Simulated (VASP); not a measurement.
Input of a VASP 6.6.1 run:

Contents of INCAR:

```
SYSTEM = Mg2ZrH6
ALGO = Normal
EDIFF = 1E-7
ENCUT = 520
GGA = PE
ISIF = 2
ISMEAR = 0
LASPH = .True.
LCHARG = .False.
LREAL = .False.
LWAVE = .False.
NBANDS = 21
NELM = 60
PREC = Accurate
SIGMA = 0.1
```

The input KPOINTS:

```
k-points
0
Gamma
  4 4 4
  0 0 0
```

Contents of POSCAR:

```
Mg2ZrH6
1.0
    0.0000000000      3.6508192640      3.6508192640
    3.6508192640      0.0000000000      3.6508192640
    3.6508192640      3.6508192640      0.0000000000
Mg Zr H
2 1 6
Direct
    0.7500000000      0.7500000000      0.7500000000
    0.2500000000      0.2500000000      0.2500000000
    0.0000000000      0.0000000000      0.0000000000
    0.5000000000      0.0000000000      0.0000000000
    0.0000000000      0.5000000000      0.5000000000
    0.0000000000      0.5000000000      0.0000000000
    0.5000000000      0.0000000000      0.5000000000
    0.0000000000      0.0000000000      0.5000000000
    0.5000000000      0.5000000000      0.0000000000
```

Potentials or basis: VASP PAW PBE potentials, release 64 (Mg, Zr_sv, H).

The run is started by

```sh
$ cat potpaw_PBE.64/Mg/POTCAR potpaw_PBE.64/Zr_sv/POTCAR potpaw_PBE.64/H/POTCAR > POTCAR
$ mpirun -np 1 vasp_std > vasp.out
```

Task: Estimate the band gap on the k mesh.

Result: Zero (bands 11 and 12 overlap by 1.54 eV).

Task: Estimate the pressure.

Result: 0.0 GPa.

Caveat: the k points lie up to 0.37 Å⁻¹ apart, too coarse for converged energies and pressures of a metal; the cell differs from its parent crystal (atoms taken out).
